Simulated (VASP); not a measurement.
# W in VASP: further runs, part 2 of 2

VASP 6.6.1.

### 3 Single point, PBEsol (volume scaled by 1.06)

Input file INCAR:

```
PREC = Accurate
ENCUT = 520
EDIFF = 1E-7
ISMEAR = -1
SIGMA = 0.05
LREAL = False
LASPH = True
NELM = 60
ALGO = Fast
ISIF = 2
LWAVE = False
LCHARG = False
GGA = PS
NBANDS = 36
```

Input file KPOINTS:

```
Automatic mesh
0
Gamma
  9 6 6
```

Input file POSCAR:

```
W
1.0
    2.8647674019      0.0000000000      0.0000000000
    0.0000000000      4.9592642186      0.0000000000
    0.0000000000      0.0000000000      5.0202625557
W
4
Direct
    0.7931720000      0.9368430000      0.7500000000
    0.2068280000      0.4368430000      0.7500000000
    0.2068280000      0.0631570000      0.2500000000
    0.7931720000      0.5631570000      0.2500000000
```

Potentials or basis: VASP PAW PBE potentials, release 64 (W_sv).

Started as:

```
cat potpaw_PBE.64/W_sv/POTCAR > POTCAR
mpirun -np 1 vasp_std > vasp.out
```

OUTCAR:

```text
PREC = Accurate
   ENCUT = 520
   EDIFF = 1E-7
   ISMEAR = -1
   LREAL = False
   LASPH = True
   NELM = 60
   ISIF = 2
   GGA = PS

 ion  position               nearest neighbor table
   1  0.793  0.937  0.750-   2 2.75   2 2.75   3 2.85   3 2.85   2 3.00   2 3.00   3 3.08   3 3.08
                             4 3.12   4 3.12
   2  0.207  0.437  0.750-   1 2.75   1 2.75   4 2.85   4 2.85   1 3.00   1 3.00   4 3.08   4 3.08
                             3 3.12   3 3.12
   3  0.207  0.063  0.250-   4 2.75   4 2.75   1 2.85   1 2.85   4 3.00   4 3.00   1 3.08   1 3.08
                             2 3.12   2 3.12
   4  0.793  0.563  0.250-   3 2.75   3 2.75   2 2.85   2 2.85   3 3.00   3 3.00   2 3.08   2 3.08
                             1 3.12   1 3.12

  LATTYP: Found a simple orthorhombic cell.
 ALAT       =     2.8647674019
 B/A-ratio  =     1.7311228183
 C/A-ratio  =     1.7524154151

  Lattice vectors:

 A1 = (   2.8647674019,   0.0000000000,   0.0000000000)
 A2 = (   0.0000000000,   4.9592642186,   0.0000000000)
 A3 = (   0.0000000000,   0.0000000000,   5.0202625557)

Analysis of symmetry for initial positions (statically):
=====================================================================
 Subroutine PRICEL returns:
 Original cell was already a primitive cell.

 Routine SETGRP: Setting up the symmetry group for a
 simple orthorhombic supercell.

 Subroutine GETGRP returns: Found  8 space group operations
 (whereof  2 operations were pure point group operations)
 out of a pool of  8 trial point group operations.

The static configuration has the point symmetry S_2 .
 The point group associated with its full space group is D_2h.

Analysis of symmetry for dynamics (positions and initial velocities):
=====================================================================
 Subroutine PRICEL returns:
 Original cell was already a primitive cell.

 Routine SETGRP: Setting up the symmetry group for a
 simple orthorhombic supercell.
[... 123 lines left out ...]
   EMIN   =  10.00;   EMAX   =-10.00  energy-range for DOS
   EFERMI =   0.00;   METHOD = LEGACY
   ISMEAR =    -1;   SIGMA  =   0.05  broadening in eV -4-tet -1-fermi 0-gaus
   EFERMI_NEDOS =   21; number of points for ismear=-14 and -15
   IALGO  =     68    algorithm
   IMIX   =      4    mixing-type and parameters
     AMIX     =   0.40;   BMIX     =  1.00
     AMIX_MAG =   1.60;   BMIX_MAG =  1.00
  volume/ion in A,a.u.               =      17.83       120.33
  Fermi-wavevector in a.u.,A,eV,Ry     =   1.510288  2.854031 31.034486  2.280970
  Thomas-Fermi vector in A             =   2.620498
   LORBIT       =      0    0 simple, 1 ext, 2 COOP (PROOUT), +10 PAW based schemes
   GGA     = PS    functional components
   LHFCALC =     F    Hartree Fock is set to
   AEXX    =    0.0000 exact exchange contribution
   IVDW    =     0    specifies the selected vdW correction
   LEPSILON=     F    determine dielectric tensor
   LRPA    =     F    only Hartree local field effects (RPA)
 non-spin polarized calculation
 RMM-DIIS sequential band-by-band and
  energy-cutoff  :      520.00
  volume of cell :       71.32
 maximum number of plane-waves:      1959
 NGX is ok and might be reduce to    24
   NGX = 11   NGY = 19   NGZ = 19

 number of electron      55.9999994 magnetization

 Free energy of the ion-electron system (eV)
  ---------------------------------------------------
  ext. energy  EPLUGINS =         0.00000000
  ---------------------------------------------------
  free energy    TOTEN  =       -52.67181200 eV

  energy without entropy =      -52.64360364  energy(sigma->0) =      -52.65770782

 E-fermi :   9.3706     XC(G=0): -13.0784

 val. band max:        9.3628660006   @ k =   0.1111   0.1667   0.1667
 cond. band min:       9.3747223347   @ k =   0.2222   0.1667   0.0000
 fundamental gap:      0.0118563341
 Fermi energy:         9.3705697950

 k-point     1 :       0.0000    0.0000    0.0000
  band No.  band energies     occupation
      1     -64.5537      2.00000
      2     -64.4951      2.00000
      3     -64.4691      2.00000
      4     -64.4316      2.00000
      5     -29.1861      2.00000
      6     -29.1515      2.00000
[... 925 lines left out ...]
     35      12.2269      0.00000
     36      12.8284      0.00000

 [... further k-points ...]
[... 5 lines left out ...]
  --------------------------------------------------------------------------------------
  -------------------------------------------------------------------------------------
  Total      -10.5441658    -10.7571584     -9.8936518      0.0000000      0.0000000      0.0000000
  in kB     -236.8589313   -241.6434901   -222.2461061      0.0000000      0.0000000      0.0000000
  external PRESSURE =    -233.5828425 kB  Pullay stress =       0.0000000 kB

 VOLUME and BASIS-vectors are now :
 -----------------------------------------------------------------------------
  energy-cutoff  :      520.00
  volume of cell :       71.32
      direct lattice vectors                 reciprocal lattice vectors
     2.864767402  0.000000000  0.000000000     0.349068479  0.000000000  0.000000000
     0.000000000  4.959264219  0.000000000     0.000000000  0.201642816  0.000000000
     0.000000000  0.000000000  5.020262556     0.000000000  0.000000000  0.199192769

 POSITION                                       TOTAL-FORCE (eV/Angst)
 -----------------------------------------------------------------------------------
      2.27225      4.64605      3.76520         0.201160      0.074009      0.000000
      0.59251      2.16642      3.76520        -0.201160      0.074009      0.000000
      0.59251      0.31321      1.25507        -0.201160     -0.074009      0.000000
      2.27225      2.79284      1.25507         0.201160     -0.074009     -0.000000
 -----------------------------------------------------------------------------------
    total drift:                                0.000000      0.000000     -0.000000

  FREE ENERGIE OF THE ION-ELECTRON SYSTEM (eV)
  ---------------------------------------------------
  free  energy   TOTEN  =       -52.6718119977 eV

  energy  without entropy=      -52.6436036351  energy(sigma->0) =      -52.65770782
```

OSZICAR:

```text
N       E                     dE             d eps       ncg     rms          rms(c)
DAV:   1     0.714234209887E+03    0.71423E+03   -0.33369E+04  5760   0.180E+03
DAV:   2    -0.183753972858E+02   -0.73261E+03   -0.71924E+03  6032   0.570E+02
DAV:   3    -0.546099033759E+02   -0.36235E+02   -0.34832E+02  6988   0.122E+02
DAV:   4    -0.556081639394E+02   -0.99826E+00   -0.98292E+00  6884   0.186E+01
DAV:   5    -0.556248390691E+02   -0.16675E-01   -0.16639E-01  6936   0.258E+00    0.347E+01
RMM:   6    -0.532038957886E+02    0.24209E+01   -0.33859E+00  5930   0.112E+01    0.132E+01
RMM:   7    -0.526615330673E+02    0.54236E+00   -0.26687E+00  6476   0.888E+00    0.176E+00
RMM:   8    -0.526656941947E+02   -0.41611E-02   -0.27303E-01  7679   0.222E+00    0.652E-01
RMM:   9    -0.526711787403E+02   -0.54845E-02   -0.74466E-02  7704   0.123E+00    0.366E-01
RMM:  10    -0.526714879644E+02   -0.30922E-03   -0.11670E-02  7475   0.584E-01    0.113E-01
RMM:  11    -0.526717835184E+02   -0.29555E-03   -0.31802E-03  8380   0.279E-01    0.369E-02
RMM:  12    -0.526718051054E+02   -0.21587E-04   -0.36023E-04  8085   0.116E-01    0.319E-02
RMM:  13    -0.526718106139E+02   -0.55084E-05   -0.97995E-05  7681   0.626E-02    0.410E-03
RMM:  14    -0.526718116179E+02   -0.10040E-05   -0.11482E-05  8357   0.195E-02    0.299E-03
RMM:  15    -0.526718121507E+02   -0.53281E-06   -0.20475E-06  7461   0.932E-03    0.181E-03
RMM:  16    -0.526718119907E+02    0.15993E-06   -0.39266E-07  5522   0.470E-03    0.850E-04
RMM:  17    -0.526718119977E+02   -0.69822E-08   -0.84429E-08  4382   0.199E-03
   1 F= -.52671812E+02 E0= -.52657708E+02  d E =-.282084E-01
```

stdout:

```text
POSCAR found type information on POSCAR W
 POSCAR found :  1 types and       4 ions
 scaLAPACK will be used
 -----------------------------------------------------------------------------
|                                                                             |
|                                                                             |
|     You enforced a specific xc type in the INCAR file but a different       |
|     I HOPE YOU KNOW WHAT YOU ARE DOING!                                     |
|                                                                             |
 -----------------------------------------------------------------------------

 LDA part: xc-table for (Slater+PW92), standard interpolation
 POSCAR, INCAR and KPOINTS ok, starting setup
 FFT: planning ... GRIDC
 FFT: planning ... GRID_SOFT
 FFT: planning ... GRID
 WAVECAR not read
 entering main loop
```

It took 6.7 min on 1 thread of Intel Xeon 8259CL, shared host; peak memory 0.29 GiB.

Results:

| Item | Value |
| --- | --- |
| Free energy | -52.6718 eV |
| Pressure | -23.4 GPa |
| Largest force | 0.214 eV/Å |
| Band gap on the k mesh | zero (band 28 reaches 10.15 eV, above the bottom of band 29 at 9.03 eV) |

Forces in eV/Å, atoms in the order of the input:
```
W    0.201  0.074  0.000
W   -0.201  0.074  0.000
W   -0.201 -0.074  0.000
W    0.201 -0.074  0.000
```

Levels at points of the mesh, in eV from the Fermi level:
```
           k point  band 25  band 26  band 27  band 28  band 29  band 30  band 31  band 32
(0.00, 0.00, 0.00)    -0.43    -0.35    -0.33    -0.32    -0.29    -0.17     0.52     1.44
(0.00, 0.50, 0.00)    -1.36    -1.36     0.28     0.28     0.34     0.34     0.80     0.80
(0.00, 0.00, 0.50)    -0.73    -0.73    -0.11    -0.11     0.57     0.57     1.66     1.66
(0.00, 0.50, 0.50)    -1.11    -1.11    -1.11    -1.11     1.56     1.56     1.56     1.56
```

Caveat: the cell differs from its parent crystal (volume scaled by 1.06); the PAW data sets were made with another functional, which shifts forces and pressure a little; spin-orbit coupling is left out, which moves the levels of the heavy elements.

### 4 Single point, PBEsol

This run uses another cell than the first one, of 16.82 Å³/atom, 0.961 times its volume.

Input file INCAR:

```
PREC = Accurate
ENCUT = 520
EDIFF = 1E-6
ISMEAR = -1
SIGMA = 0.05
LREAL = F
LASPH = T
NELM = 60
ALGO = Fast
ISIF = 2
LWAVE = F
LCHARG = T
GGA = PS
LELF = T
LVHAR = T
NBANDS = 36
```

Input file KPOINTS:

```
regular mesh
0
Gamma
  9 6 6
```

Input file POSCAR:

```
W
1.0
    2.8096620000     -0.0280966200      0.0000000000
   -0.0486387000      4.8638700000      0.0000000000
    0.0000000000      0.0000000000      4.9236950000
W
4
Direct
    0.7931720000      0.9368430000      0.7500000000
    0.2068280000      0.4368430000      0.7500000000
    0.2068280000      0.0631570000      0.2500000000
    0.7931720000      0.5631570000      0.2500000000
```

Potentials or basis: VASP PAW PBE potentials, release 64 (W_sv).

Started as:

```
cat potpaw_PBE.64/W_sv/POTCAR > POTCAR
mpirun -np 1 vasp_std > vasp.out
```

OUTCAR:

```text
PREC = Accurate
   ENCUT = 520
   EDIFF = 1E-6
   ISMEAR = -1
   LREAL = F
   LASPH = T
   NELM = 60
   ISIF = 2
   GGA = PS

 ion  position               nearest neighbor table
   1  0.793  0.937  0.750-   2 2.67   2 2.72   3 2.79   3 2.79   2 2.91   2 2.96   3 3.03   3 3.03
                             4 3.06   4 3.06
   2  0.207  0.437  0.750-   1 2.67   1 2.72   4 2.80   4 2.80   1 2.91   1 2.96   4 3.02   4 3.02
                             3 3.06   3 3.06
   3  0.207  0.063  0.250-   4 2.67   4 2.72   1 2.79   1 2.79   4 2.91   4 2.96   1 3.03   1 3.03
[... 1146 lines left out ...]
  --------------------------------------------------------------------------------------
  -------------------------------------------------------------------------------------
  Total       -4.0969444     -4.4063894     -4.3587847     -0.2850491      0.0000000      0.0000000
  in kB      -97.5633946   -104.9324240   -103.7987811     -6.7880720      0.0000000      0.0000000
  external PRESSURE =    -102.0981999 kB  Pullay stress =       0.0000000 kB

 VOLUME and BASIS-vectors are now :
 -----------------------------------------------------------------------------
  energy-cutoff  :      520.00
  volume of cell :       67.28
      direct lattice vectors                 reciprocal lattice vectors
     2.809662000 -0.028096620  0.000000000     0.355950292  0.003559503  0.000000000
    -0.048638700  4.863870000  0.000000000     0.002056182  0.205618162  0.000000000
     0.000000000  0.000000000  4.923695000     0.000000000  0.000000000  0.203099501

 POSITION                                       TOTAL-FORCE (eV/Angst)
 -----------------------------------------------------------------------------------
      2.18298      4.53440      3.69277        -0.065093      0.208299      0.000000
      0.55987      2.11894      3.69277         0.020707     -0.090695      0.000000
      0.57804      0.30138      1.23092         0.065093     -0.208299      0.000000
      2.20115      2.71684      1.23092        -0.020707      0.090695      0.000000
 -----------------------------------------------------------------------------------
    total drift:                               -0.000000      0.000000     -0.000000

  FREE ENERGIE OF THE ION-ELECTRON SYSTEM (eV)
  ---------------------------------------------------
  free  energy   TOTEN  =       -53.1052440059 eV

  energy  without entropy=      -53.0783992722  energy(sigma->0) =      -53.09182164
```

Run time: 5.8 min. Hardware: 1 thread of Intel Xeon 8259CL, shared host; peak memory 0.32 GiB.

What came out:

```
Free energy            : -53.1052 eV
Pressure               : -10.2 GPa
Largest force          : 0.218 eV/Å
Band gap on the k mesh : zero (band 28 reaches 11.01 eV, above the bottom of band 29 at 9.75 eV)
```

Forces on the atoms (eV/Å):
```
W   -0.065  0.208  0.000
W    0.021 -0.091  0.000
W    0.065 -0.208  0.000
W   -0.021  0.091  0.000
```

Levels at points of the mesh, in eV from the Fermi level:
| k point | band 25 | band 26 | band 27 | band 28 | band 29 | band 30 | band 31 | band 32 |
| --- | --- | --- | --- | --- | --- | --- | --- | --- |
| (0.00, 0.00, 0.00) | -0.47 | -0.40 | -0.38 | -0.27 | -0.21 | -0.14 | 0.58 | 1.54 |
| (0.00, 0.50, 0.00) | -1.50 | -1.41 | 0.30 | 0.34 | 0.35 | 0.37 | 0.81 | 0.86 |
| (0.00, 0.00, 0.50) | -0.85 | -0.85 | -0.08 | -0.08 | 0.68 | 0.68 | 1.78 | 1.78 |
| (0.00, 0.50, 0.50) | -1.18 | -1.18 | -1.14 | -1.14 | 1.59 | 1.59 | 1.73 | 1.73 |

Caveat: the PAW data sets were made with another functional, which shifts forces and pressure a little; spin-orbit coupling is left out, which moves the levels of the heavy elements.

### 5 Single point, PBEsol (atoms moved at random)

Input file INCAR:

```
PREC = Accurate
ENCUT = 520
EDIFF = 1E-6
ISMEAR = -1
SIGMA = 0.05
LREAL = F
LASPH = T
NELM = 100
ALGO = Fast
ISIF = 2
LWAVE = F
LCHARG = F
GGA = PS
NBANDS = 36
```

KPOINTS is that of step 4.

Input file POSCAR:

```
W
1.0
    2.8096620000      0.0000000000      0.0000000000
    0.0000000000      4.8638700000      0.0000000000
    0.0000000000      0.0000000000      4.9236950000
W
4
Direct
    0.8040380000      0.9291260000      0.7515080000
    0.2116970000      0.4381940000      0.7613770000
    0.2170050000      0.0575400000      0.2479060000
    0.8126700000      0.5613540000      0.2512970000
```

Started as:

```
cat potpaw_PBE.64/W_sv/POTCAR > POTCAR
mpirun -np 1 vasp_std > vasp.out
```

It took 8.2 min on 1 thread of Intel Xeon 8259CL, shared host; peak memory 0.38 GiB.

It converged, with:

- Free energy: -53.0674 eV
- Pressure: -9.4 GPa
- Largest force: 0.756 eV/Å
- Band gap on the k mesh: zero (band 28 reaches 11.05 eV, above the bottom of band 29 at 9.84 eV)

Forces on the atoms (eV/Å):
```
W    0.002  0.518 -0.217
W    0.150 -0.435 -0.600
W    0.025  0.170  0.388
W   -0.176 -0.252  0.429
```

Stress tensor (GPa, compression positive):
```
-9.26  0.38  0.46
 0.38 -9.34 -0.63
 0.46 -0.63 -9.75
```

Levels at points of the mesh, in eV from the Fermi level:
```
           k point  band 26  band 27  band 28  band 29  band 30  band 31
(0.00, 0.00, 0.00)    -0.46    -0.37    -0.31    -0.25    -0.13     0.57
(0.00, 0.50, 0.00)    -1.50     0.15     0.32     0.35     0.40     0.82
(0.00, 0.00, 0.50)    -0.88    -0.12    -0.08     0.64     0.66     1.69
(0.00, 0.50, 0.50)    -1.21    -1.15    -1.10     1.61     1.68     1.75
```

Caveat: the cell differs from its parent crystal (atoms moved at random); the PAW data sets were made with another functional, which shifts forces and pressure a little; spin-orbit coupling is left out, which moves the levels of the heavy elements.

### 6 Summary

```csv
cell,further INCAR settings,gap on the mesh (eV),pressure (GPa),largest force (eV/Å)
"a = 2.847, b = 4.928, c = 4.988 Å, 4 atoms",ALGO = Fast; EDIFF = 1e-06; NBANDS = 36,none,-19.4,0.15
"a = 2.865, b = 4.959, c = 5.020 Å, 4 atoms",ALGO = Fast; EDIFF = 1e-07; NBANDS = 36,none,-23.4,0.21
"a = 2.810, b = 4.864, c = 4.924 Å, angles 90.0, 90.0, 91.1°, 4 atoms",ALGO = Fast; EDIFF = 1e-06; NBANDS = 36,none,-10.2,0.22
"a = 2.810, b = 4.864, c = 4.924 Å, 4 atoms",ALGO = Fast; EDIFF = 1e-06; NBANDS = 36,none,-9.4,0.76
```

Alike in all rows: task single point; level PBEsol; potentials or basis VASP PAW PBE potentials, release 64 (W_sv); no spin polarisation; k mesh 9 × 6 × 6; cutoff (eV) 520; smearing fermi-dirac 0.05 eV.

Caveats: the PAW data sets were made with another functional, which shifts forces and pressure a little; spin-orbit coupling is left out, which moves the levels of the heavy elements.

Absolute energies hang on the potentials; compare differences alone.
